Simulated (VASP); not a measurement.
A run of VASP 6.6.1 is set up as follows.

File INCAR:

```
PREC     = Accurate       # precision mode
ENCUT    = 520            # plane-wave cutoff, eV
EDIFF    = 1E-7           # SCF threshold, eV
ISMEAR   = -1             # smearing method
SIGMA    = 0.1            # smearing width, eV
LREAL    = F              # projectors in reciprocal space
LASPH    = T              # aspherical terms in the spheres
NELM     = 60             # most SCF steps
ALGO     = Normal         # electronic algorithm
ISIF     = 2              # what is computed and relaxed
LWAVE    = F              # write WAVECAR
LCHARG   = F              # write CHGCAR
GGA      = CA             # functional
NBANDS   = 18             # bands
```

KPOINTS

```
Automatic mesh
0
Gamma
  8 8 8
```

Contents of POSCAR:

```
HfO2
1.0
    0.0000000000      2.5911551753      2.5911551753
    2.5911551753      0.0000000000      2.5911551753
    2.5911551753      2.5911551753      0.0000000000
Hf O
1 2
Direct
    0.0000000000      0.0000000000      0.0000000000
    0.2500000000      0.2500000000      0.2500000000
    0.7500000000      0.7500000000      0.7500000000
```

Potentials or basis: VASP PAW LDA potentials, release 64 (Hf_pv, O).

Launch:

```console
$ cat potpaw_LDA.64/Hf_pv/POTCAR potpaw_LDA.64/O/POTCAR > POTCAR
$ mpirun -np 1 vasp_std > vasp.out
```

(1) What does it give for the pressure?

(2) Predict the band gap on the k mesh.

## Answers

(1) -26.6 GPa.

(2) 3.42 eV, direct.

Caveat: spin-orbit coupling is left out, which moves the levels of the heavy elements.
